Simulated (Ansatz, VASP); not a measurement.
# One calculation of Hf, two programs

```
CELL_PARAMETERS angstrom
3.20451 0.00000 0.00000
-1.60225 2.77518 0.00000
0.00000 0.00000 5.07382
ATOMIC_POSITIONS crystal
Hf 0.33333 0.66667 0.25000
Hf 0.66667 0.33333 0.75000
```

Alike in both runs: task single point; functional PBE; k mesh 11 × 11 × 6; occupations methfessel-paxton of order 1, width 0.6 eV; no spin polarisation.

```csv
,VASP,Ansatz
version,VASP 6.6.1,Ansatz 0.2.0
potentials or method,"VASP PAW PBE potentials, release 64 (Hf_pv), cutoff 520 eV","plane waves (420 eV) with PAW, scalar-relativistic"
valence electrons in the cell,20,52
```

Ansatz gave:

```
pressure (GPa)                                                : -0.3
traceless stress, the component that is largest in VASP (GPa) : -0.16
```

Task: Which values does VASP return?

Result: Pressure (GPa): -0.8; traceless stress, the component that is largest in VASP (GPa): -0.23.

VASP's potentials hold 20 valence electrons a cell and Ansatz's 52, so a difference there can come from the potentials and not from the codes.

Spin-orbit coupling is off throughout.
